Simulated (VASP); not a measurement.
A run of VASP 6.6.1 is set up as follows.

INCAR

```
SYSTEM = Fe2Cl
PREC = Accurate
ENCUT = 520
EDIFF = 1E-6
ISMEAR = 0
SIGMA = 0.1
LREAL = .False.
LASPH = .True.
NELM = 150
ALGO = Normal
ISIF = 2
LWAVE = .False.
LCHARG = .True.
ISPIN = 2
MAGMOM = 3.09 3.09 3.09 3.09 0 0
LORBIT = 11
LMAXMIX = 4
GGA = PE
LELF = .True.
LVHAR = .True.
NBANDS = 36
```

The input KPOINTS:

```
Automatic mesh
0
Gamma
  4 4 4
  0 0 0
```

The input POSCAR:

```
Fe2Cl
1.0
    4.1031445397      0.0000000000      0.0000000000
    0.0000000000      4.1031445397      0.0000000000
    0.0000000000      0.0000000000      5.2434447106
Fe Cl
4 2
Direct
    0.0000000000      0.5000000000      0.1639155135
    0.0000000000      0.5000000000      0.6639155135
    0.5000000000      0.0000000000      0.3360844865
    0.5000000000      0.0000000000      0.8360844865
    0.0000000000      0.0000000000      0.0000000000
    0.5000000000      0.5000000000      0.5000000000
```

Potentials or basis: VASP PAW PBE potentials, release 64 (Fe, Cl).

The run is started by

```console
$ cat potpaw_PBE.64/Fe/POTCAR potpaw_PBE.64/Cl/POTCAR > POTCAR
$ mpirun -np 1 vasp_std > vasp.out
```

Question: What does it give for the largest force?

Answer: 0.007 eV/Å.

Question: What does it give for the site moments?

Answer: Fe +2.59; Cl +0.08 μB.

Question: What does it give for the pressure?

Answer: 0.8 GPa.

Question: What does it give for the net moment?

Answer: 10.24 μB per cell.

Stress tensor (GPa, compression positive):
```
0.98 0.00 0.00
0.00 0.98 0.00
0.00 0.00 0.40
```

Caveat: the k points lie up to 0.38 Å⁻¹ apart; only a ferromagnetic start was run, and an antiferromagnetic order may lie lower in energy.
